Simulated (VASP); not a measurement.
# Mo (Im-3m) in VASP: further runs

Runs on Mo. Level: LDA. Tasks: single point.

Everything below comes from runs of VASP 6.6.1. Logs are shortened: lines on timing, memory, paths and dates and some standing lists are left out, and cuts for length are marked.

### Step 1. The cell of the first run

The structure is cubic, space group Im-3m (No. 229). The conventional cell has a = 3.088 Å, b = 3.088 Å, c = 3.088 Å, α = 90.00°, β = 90.00°, γ = 90.00°. Mo (site symmetry m-3m) has 14 Mo at 2.67 to 3.09 Å within 3.5 Å.

### Step 2. Single point, LDA

Contents of INCAR:

```
PREC     = Accurate       # precision mode
ENCUT    = 520            # plane-wave cutoff, eV
EDIFF    = 1E-6           # SCF threshold, eV
ISMEAR   = -1             # smearing method
SIGMA    = 0.15           # smearing width, eV
LREAL    = F              # projectors in reciprocal space
LASPH    = T              # aspherical terms in the spheres
NELM     = 100            # most SCF steps
ALGO     = Fast           # electronic algorithm
ISIF     = 2              # what is computed and relaxed
LWAVE    = F              # write WAVECAR
LCHARG   = T              # write CHGCAR
GGA      = CA             # functional
LELF     = T              # ELF
LVHAR    = T            
NBANDS   = 13             # bands
```

Contents of KPOINTS:

```
regular mesh
0
Gamma
  20 20 20
```

Contents of POSCAR:

```
Mo
1.0
   -1.5440989044      1.5440989044      1.5440989044
    1.5440989044     -1.5440989044      1.5440989044
    1.5440989044      1.5440989044     -1.5440989044
Mo
1
Direct
    0.0000000000      0.0000000000      0.0000000000
```

Potentials or basis: VASP PAW LDA potentials, release 64 (Mo_sv).

The run is started by

```console
cat potpaw_LDA.64/Mo_sv/POTCAR > POTCAR
mpirun -np 1 vasp_std > vasp.out
```

OUTCAR:

```text
PREC = Accurate
   ENCUT = 520
   EDIFF = 1E-6
   ISMEAR = -1
   LREAL = F
   LASPH = T
   NELM = 100
   ISIF = 2
   GGA = CA

 ion  position               nearest neighbor table
   1  0.000  0.000  0.000-

  LATTYP: Found a body centered cubic cell.
 ALAT       =     3.0881978088

  Lattice vectors:

 A1 = (  -1.5440989044,   1.5440989044,   1.5440989044)
 A2 = (   1.5440989044,  -1.5440989044,   1.5440989044)
 A3 = (   1.5440989044,   1.5440989044,  -1.5440989044)

Analysis of symmetry for initial positions (statically):
=====================================================================
 Subroutine PRICEL returns:
 Original cell was already a primitive cell.

 Routine SETGRP: Setting up the symmetry group for a
 body centered cubic supercell.

 Subroutine GETGRP returns: Found 48 space group operations
 (whereof 48 operations were pure point group operations)
 out of a pool of 48 trial point group operations.

The static configuration has the point symmetry O_h .

Analysis of symmetry for dynamics (positions and initial velocities):
=====================================================================
 Subroutine PRICEL returns:
 Original cell was already a primitive cell.

 Routine SETGRP: Setting up the symmetry group for a
 body centered cubic supercell.

 Subroutine GETGRP returns: Found 48 space group operations
 (whereof 48 operations were pure point group operations)
 out of a pool of 48 trial point group operations.

The dynamic configuration has the point symmetry O_h .

 Subroutine INISYM returns: Found 48 space group operations
 (whereof 48 operations are pure point group operations),
 and found     1 'primitive' translations

----------------------------------------------------------------------------------------

                                     Primitive cell

  volume of cell :      14.7260

  direct lattice vectors                    reciprocal lattice vectors
    -1.544098904  1.544098904  1.544098904     0.000000000  0.323813454  0.323813454
     1.544098904 -1.544098904  1.544098904     0.323813454  0.000000000  0.323813454
     1.544098904  1.544098904 -1.544098904     0.323813454  0.323813454  0.000000000

  length of vectors
     2.674457754  2.674457754  2.674457754     0.457941379  0.457941379  0.457941379

  position of ions in fractional coordinates (direct lattice)
     0.000000000  0.000000000  0.000000000

  ion indices of the primitive-cell ions
   primitive index   ion index
                 1           1
[... 79 lines left out ...]
   ISYM   =      2    0-nonsym 1-usesym 2-fastsym
   POTIM  = 0.5000    time-step for ionic-motion
   TEBEG  =    0.0;   TEEND  =   0.0 temperature during run
   PSTRESS=    0.0 pullay stress
   NELECT =      14.0000    total number of electrons
   NUPDOWN=      -1.0000    fix difference up-down
   EMIN   =  10.00;   EMAX   =-10.00  energy-range for DOS
   EFERMI =   0.00;   METHOD = LEGACY
   ISMEAR =    -1;   SIGMA  =   0.15  broadening in eV -4-tet -1-fermi 0-gaus
   EFERMI_NEDOS =   21; number of points for ismear=-14 and -15
   IALGO  =     68    algorithm
   IMIX   =      4    mixing-type and parameters
     AMIX     =   0.40;   BMIX     =  1.00
     AMIX_MAG =   1.60;   BMIX_MAG =  1.00
  volume/ion in A,a.u.               =      14.73        99.38
  Fermi-wavevector in a.u.,A,eV,Ry     =   1.609740  3.041967 35.256271  2.591263
  Thomas-Fermi vector in A             =   2.705402
   LORBIT       =      0    0 simple, 1 ext, 2 COOP (PROOUT), +10 PAW based schemes
   GGA     = CA    functional components
   LHFCALC =     F    Hartree Fock is set to
   AEXX    =    0.0000 exact exchange contribution
   IVDW    =     0    specifies the selected vdW correction
   LEPSILON=     F    determine dielectric tensor
   LRPA    =     F    only Hartree local field effects (RPA)
 non-spin polarized calculation
 RMM-DIIS sequential band-by-band and
  energy-cutoff  :      520.00
  volume of cell :       14.73
 maximum number of plane-waves:       420
   NGX =  9   NGY =  9   NGZ =  9

 number of electron      13.9999997 magnetization

 Free energy of the ion-electron system (eV)
  ---------------------------------------------------
  ext. energy  EPLUGINS =         0.00000000
  ---------------------------------------------------
  free energy    TOTEN  =       -12.14456007 eV

  energy without entropy =      -12.09765914  energy(sigma->0) =      -12.12110961

 E-fermi :  13.4616     XC(G=0): -13.9392

 val. band max:       13.4430218137   @ k =   0.1500   0.0500  -0.0000
 cond. band min:      13.4881405562   @ k =  -0.2500   0.3000   0.1000
 fundamental gap:      0.0451187426
 Fermi energy:        13.4615643587

 k-point     1 :       0.0000    0.0000    0.0000
  band No.  band energies     occupation
      1     -47.4941      2.00000
      2     -20.7803      2.00000
      3     -20.7803      2.00000
      4     -20.7803      2.00000
      5       6.0467      2.00000
      6      11.9633      1.99991
      7      11.9633      1.99991
      8      11.9633      1.99991
      9      15.1948      0.00002
     10      15.1948      0.00002
     11      28.3607      0.00000
     12      28.3607      0.00000
     13      28.3607      0.00000
[... 354 lines left out ...]
  band No.  band energies     occupation
      1     -47.2569      2.00000
      2     -21.9464      2.00000
      3     -21.1604      2.00000
      4     -20.8508      2.00000
      5       8.5366      2.00000
      6      10.4513      2.00000
      7      11.7591      1.99998
      8      14.5409      0.00150
      9      15.7666      0.00000
     10      16.2921      0.00000
     11      28.0710      0.00000
     12      29.4760      0.00000
     13      33.4896      0.00000

 [... further k-points ...]

------------------------ aborting loop because EDIFF is reached ----------------------------------------

  FORCE on cell =-STRESS in cart. coord.  units (eV):
  Direction    XX          YY          ZZ          XY          YZ          ZX
  --------------------------------------------------------------------------------------
  -------------------------------------------------------------------------------------
  Total        0.7644890      0.7644890      0.7644890      0.0000000      0.0000000      0.0000000
  in kB       83.1757049     83.1757049     83.1757049      0.0000000      0.0000000      0.0000000
  external PRESSURE =      83.1757049 kB  Pullay stress =       0.0000000 kB

 VOLUME and BASIS-vectors are now :
 -----------------------------------------------------------------------------
  energy-cutoff  :      520.00
  volume of cell :       14.73
      direct lattice vectors                 reciprocal lattice vectors
    -1.544098904  1.544098904  1.544098904     0.000000000  0.323813454  0.323813454
     1.544098904 -1.544098904  1.544098904     0.323813454  0.000000000  0.323813454
     1.544098904  1.544098904 -1.544098904     0.323813454  0.323813454  0.000000000

 POSITION                                       TOTAL-FORCE (eV/Angst)
 -----------------------------------------------------------------------------------
      0.00000      0.00000      0.00000         0.000000      0.000000      0.000000
 -----------------------------------------------------------------------------------
    total drift:                                0.000000     -0.000000      0.000000

  FREE ENERGIE OF THE ION-ELECTRON SYSTEM (eV)
  ---------------------------------------------------
  free  energy   TOTEN  =       -12.1445600749 eV

  energy  without entropy=      -12.0976591357  energy(sigma->0) =      -12.12110961
```

OSZICAR:

```text
N       E                     dE             d eps       ncg     rms          rms(c)
DAV:   1     0.959043259562E+02    0.95904E+02   -0.78969E+03  6706   0.111E+03
DAV:   2    -0.116057387503E+02   -0.10751E+03   -0.10326E+03  7336   0.324E+02
DAV:   3    -0.128303406692E+02   -0.12246E+01   -0.12218E+01  7476   0.355E+01
DAV:   4    -0.128333687800E+02   -0.30281E-02   -0.30280E-02  7416   0.207E+00
DAV:   5    -0.128333891526E+02   -0.20373E-04   -0.20374E-04  7596   0.153E-01    0.178E+01
RMM:   6    -0.122417762780E+02    0.59161E+00   -0.64311E-01  6681   0.774E+00    0.513E+00
RMM:   7    -0.121501912553E+02    0.91585E-01   -0.17163E-01  6842   0.384E+00    0.920E-01
RMM:   8    -0.121445874403E+02    0.56038E-02   -0.94692E-03  7392   0.113E+00    0.132E-01
RMM:   9    -0.121445441771E+02    0.43263E-04   -0.10710E-03  7450   0.357E-01    0.831E-02
RMM:  10    -0.121445618345E+02   -0.17657E-04   -0.11327E-04  7509   0.120E-01    0.290E-02
RMM:  11    -0.121445598190E+02    0.20155E-05   -0.50549E-05  7505   0.781E-02    0.706E-03
RMM:  12    -0.121445600749E+02   -0.25592E-06   -0.70726E-06  6549   0.316E-02
   1 F= -.12144560E+02 E0= -.12121110E+02  d E =-.469009E-01
```

stdout:

```text
POSCAR found type information on POSCAR Mo
 POSCAR found :  1 types and       1 ions
 scaLAPACK will be used
 LDA part: xc-table for (Slater(with rela. corr.)+CA(PZ))
 , standard interpolation
 POSCAR, INCAR and KPOINTS ok, starting setup
 FFT: planning ... GRIDC
 FFT: planning ... GRID_SOFT
 FFT: planning ... GRID
 WAVECAR not read
 entering main loop
```

Run time: 71 s. Hardware: 1 thread of Intel Xeon 8259CL, shared host; peak memory 0.16 GiB.

Results:

```yaml
Free_energy: -12.1446 eV
Pressure: 8.3 GPa
Band_gap_on_the_k_mesh: zero (bands 7 and 8 overlap by 5.86 eV)
```

Levels at points of the mesh, in eV from the Fermi level:
```tsv
k point	band 3	band 4	band 5	band 6	band 7	band 8	band 9	band 10	band 11	band 12
(0.00, 0.00, 0.00)	-34.24	-34.24	-7.41	-1.50	-1.50	-1.50	1.73	1.73	14.90	14.90
(0.50, 0.00, 0.00)	-34.78	-34.26	-5.71	-3.71	1.81	1.92	2.48	5.21	12.07	12.58
(0.50, 0.50, 0.50)	-35.41	-35.41	-5.95	-5.95	4.36	4.36	4.36	9.53	9.53	9.53
```

Caveat: the cell stands under pressure.

### Step 3. Single point, LDA (14.77 Å³/atom)

This run uses another cell than the first one, of 14.77 Å³/atom.

Contents of INCAR:

```
PREC = Accurate
ENCUT = 520
EDIFF = 1E-6
ISMEAR = -1
SIGMA = 0.15
LREAL = F
LASPH = T
NELM = 100
ALGO = Normal
ISIF = 2
LWAVE = F
LCHARG = F
NBANDS = 13
```

KPOINTS is that of step 2.

Contents of POSCAR:

```
Mo
1.0
   -1.5455048750      1.5455048750      1.5455048750
    1.5455048750     -1.5455048750      1.5455048750
    1.5455048750      1.5455048750     -1.5455048750
Mo
1
Direct
    0.0000000000      0.0000000000      0.0000000000
```

Potentials or basis: VASP PAW LDA potentials, release 64 (Mo_sv).

The run is started by

```console
cat potpaw_LDA.64/Mo_sv/POTCAR > POTCAR
mpirun -np 1 vasp_std > vasp.out
```

Run time: 43 s. Hardware: 1 thread of Intel Xeon 8259CL, shared host; peak memory 0.15 GiB.

The run converged. Its results:

| Quantity | Value |
| --- | --- |
| Free energy | -12.1466 eV |
| Pressure | 7.4 GPa |
| Band gap on the k mesh | zero (bands 7 and 8 overlap by 5.84 eV) |

Levels at points of the mesh, in eV from the Fermi level:
| k point | band 5 | band 6 | band 7 | band 8 | band 9 | band 10 |
| --- | --- | --- | --- | --- | --- | --- |
| (0.00, 0.00, 0.00) | -7.41 | -1.49 | -1.49 | -1.49 | 1.73 | 1.73 |
| (0.50, 0.00, 0.00) | -5.69 | -3.70 | 1.80 | 1.91 | 2.47 | 5.19 |
| (0.50, 0.50, 0.50) | -5.92 | -5.92 | 4.34 | 4.34 | 4.34 | 9.51 |

Caveat: the cell stands under pressure.

### Step 4. Single point, LDA

This run uses another cell than the first one, of 15.07 Å³/atom.

Contents of INCAR:

```
PREC     = Accurate       # precision mode
ENCUT    = 520            # plane-wave cutoff, eV
EDIFF    = 1E-6           # SCF threshold, eV
ISMEAR   = -1             # smearing method
SIGMA    = 0.15           # smearing width, eV
LREAL    = False          # projectors in reciprocal space
LASPH    = True           # aspherical terms in the spheres
NELM     = 60             # most SCF steps
ALGO     = Fast           # electronic algorithm
ISIF     = 2              # what is computed and relaxed
LWAVE    = False          # write WAVECAR
LCHARG   = False          # write CHGCAR
NBANDS   = 13             # bands
```

KPOINTS is that of step 3.

Contents of POSCAR:

```
Mo
1.0
   -1.5559477923      1.5559477923      1.5559477923
    1.5559477923     -1.5559477923      1.5559477923
    1.5559477923      1.5559477923     -1.5559477923
Mo
1
Direct
    0.0000000000      0.0000000000      0.0000000000
```

The run is started by

```console
cat potpaw_LDA.64/Mo_sv/POTCAR > POTCAR
mpirun -np 1 vasp_std > vasp.out
```

Wall time 44 s (1 thread of Intel Xeon 8259CL, shared host); peak memory 0.15 GiB.

Results (log left out):

```yaml
Free_energy: -12.1548 eV
Pressure: 1.2 GPa
Band_gap_on_the_k_mesh: zero (bands 7 and 8 overlap by 5.67 eV)
```

Levels at points of the mesh, in eV from the Fermi level:
```csv
k point,band 5,band 6,band 7,band 8,band 9,band 10
"(0.00, 0.00, 0.00)",-7.34,-1.44,-1.44,-1.44,1.70,1.70
"(0.50, 0.00, 0.00)",-5.56,-3.59,1.76,1.83,2.41,5.05
"(0.50, 0.50, 0.50)",-5.75,-5.75,4.23,4.23,4.23,9.35
```

### Step 5. Single point, LDA (15.37 Å³/atom)

This run uses another cell than the first one, of 15.37 Å³/atom.

Contents of INCAR:

```
SYSTEM = Mo
PREC = Accurate ; ENCUT = 520
EDIFF = 1E-6 ; ISMEAR = -1
SIGMA = 0.15 ; LREAL = .False.
LASPH = .True. ; NELM = 80
ALGO = Normal ; ISIF = 2
LWAVE = .False. ; LCHARG = .False.
GGA = CA ; NBANDS = 13
```

Contents of KPOINTS:

```
Automatic mesh
0
Gamma
  20 20 20
  0 0 0
```

Contents of POSCAR:

```
Mo
1.0
   -1.5662523826      1.5662523826      1.5662523826
    1.5662523826     -1.5662523826      1.5662523826
    1.5662523826      1.5662523826     -1.5662523826
Mo
1
Direct
    0.0000000000      0.0000000000      0.0000000000
```

The run is started by

```console
cat potpaw_LDA.64/Mo_sv/POTCAR > POTCAR
mpirun -np 1 vasp_std > vasp.out
```

Wall time 57 s (1 thread of Intel Xeon 8259CL, shared host); peak memory 0.16 GiB.

The run converged. Its results:

```
Free energy            : -12.1519 eV
Pressure               : -4.4 GPa
Band gap on the k mesh : zero (bands 7 and 8 overlap by 5.52 eV)
```

Levels at points of the mesh, in eV from the Fermi level:
| k point | band 4 | band 5 | band 6 | band 7 | band 8 | band 9 | band 10 | band 11 |
| --- | --- | --- | --- | --- | --- | --- | --- | --- |
| (0.00, 0.00, 0.00) | -34.33 | -7.28 | -1.40 | -1.40 | -1.40 | 1.67 | 1.67 | 14.86 |
| (0.50, 0.00, 0.00) | -34.34 | -5.43 | -3.49 | 1.71 | 1.75 | 2.35 | 4.91 | 11.90 |
| (0.50, 0.50, 0.50) | -35.36 | -5.59 | -5.59 | 4.12 | 4.12 | 4.12 | 9.19 | 9.19 |

Caveat: the cell stands under tension.

### Step 6. The runs side by side

```tsv
cell	gap on the mesh (eV)	pressure (GPa)
a = 2.674 Å, angles 109.5°, 1 atom	none	8.3
a = 2.677 Å, angles 109.5°, 1 atom	none	7.4
a = 2.695 Å, angles 109.5°, 1 atom	none	1.2
a = 2.713 Å, angles 109.5°, 1 atom	none	-4.4
```

Alike in all rows: task single point; level LDA; potentials or basis VASP PAW LDA potentials, release 64 (Mo_sv); no spin polarisation; k mesh 20 × 20 × 20; cutoff (eV) 520; smearing fermi-dirac 0.15 eV.

Caveats: the cell stands under pressure (at least some runs); the cell stands under tension (at least some runs).

Absolute energies hang on the potentials; compare differences alone.
